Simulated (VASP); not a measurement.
Set up this calculation in VASP 6.6.1, as the native input.

```
Task                   : single point
Functional             : PBE
Potentials or basis    : VASP PAW PBE potentials, release 64 (Br, K_sv)
Cutoff                 : 500 eV
k mesh                 : 3 × 3 × 3
Occupations            : gaussian, width 0.01 eV
Spin                   : no spin polarisation
Dipole correction      : no
Further INCAR settings : ALGO = Normal; EDIFF = 1e-06; NBANDS = 15
```

The structure of KBr lies in POSCAR:

```
KBr
1.0
    4.0434990000      0.0000000000      0.0000000000
    0.0000000000      4.0434990000      0.0000000000
    0.0000000000      0.0000000000      4.0434990000
Br K
1 1
Direct
    0.5000000000      0.5000000000      0.5000000000
    0.0000000000      0.0000000000      0.0000000000
```

These files were run (other wordings do the same):

INCAR

```
  ALGO = Normal
  EDIFF = 1E-6
  ENCUT = 500
  GGA = PE
  GGA_COMPAT = False
  ISIF = 2
  ISMEAR = 0
  LASPH = True
  LCHARG = True
  LELF = True
  LREAL = False
  LVHAR = True
  LWAVE = False
  NBANDS = 15
  NELM = 120
  PREC = Accurate
  SIGMA = 0.01
```

KPOINTS

```
k-points
0
Gamma
  3 3 3
```

Potentials or basis: VASP PAW PBE potentials, release 64 (Br, K_sv).

Run with:

```sh
$ cat potpaw_PBE.64/Br/POTCAR potpaw_PBE.64/K_sv/POTCAR > POTCAR
$ mpirun -np 1 vasp_std > vasp.out
```

It gave:

| Property | Result |
| --- | --- |
| Pressure | 0.2 GPa |
| Band gap on the k mesh | 3.96 eV (least direct gap 4.11 eV) |

Caveat: the k points lie up to 0.52 Å⁻¹ apart; an odd mesh through Γ misses points on the zone boundary, where band edges can lie.

Run time: 3.3 s on 1 thread of Intel(R) Xeon(R) 6975P-C (Granite Rapids), on a shared host, peak memory 0.15 GiB.
